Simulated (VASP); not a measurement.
Zr:

```
Zr
1.0
     3.23000    0.00000    0.00000
    -1.61500    2.79726    0.00000
     0.00000    0.00000    5.14539
Zr
2
Direct
  0.33333 0.66667 0.75000
  0.66667 0.33333 0.25000
```

| Property | Result |
| --- | --- |
| Program | VASP 6.6.1 |
| Task | relaxation of cell and atoms |
| Functional | LDA |
| Potentials or basis | VASP PAW LDA potentials, release 64 (Zr_sv) |
| Cutoff | 600 eV |
| k mesh | 16 × 16 × 8 |
| Occupations | gaussian, width 0.05 eV |
| Spin | no spin polarisation |

At the start: pressure -5.9 GPa; volume 23.24 Å³/atom.

Q: How do energy, volume and symmetry change on relaxing?

A: Over 6 steps the energy falls by 27.6 meV/atom and the volume is 21.81 Å³/atom (-6.2 %); space group P6_3/mmc (No. 194, to 0.1 Å) before and after.

Step by step:
| step | energy change (eV) | largest force (eV/Å) | pressure (GPa) | volume (Å³) |
| --- | --- | --- | --- | --- |
| 1 | 0.0000 | 0.0000 | -5.88 | 46.49 |
| 2 | 0.0042 | 0.0000 | 7.21 | 40.99 |
| 3 | -0.0538 | 0.0000 | -0.06 | 43.71 |
| 4 | -0.0538 | 0.0000 | 0.06 | 43.65 |
| 5 | -0.0549 | 0.0000 | 0.03 | 43.63 |
| 6 | -0.0552 | 0.0000 | 0.02 | 43.61 |

Final structure:
```yaml
crystal:
  lattice:
    - [3.14781, 0.00000, 0.00000]
    - [-1.57391, 2.72609, 0.00000]
    - [0.00000, 0.00000, 5.08220]
  atoms:
    - { symbol: Zr, position: [0.33333, 0.66667, 0.75000] }
    - { symbol: Zr, position: [0.66667, 0.33333, 0.25000] }
```
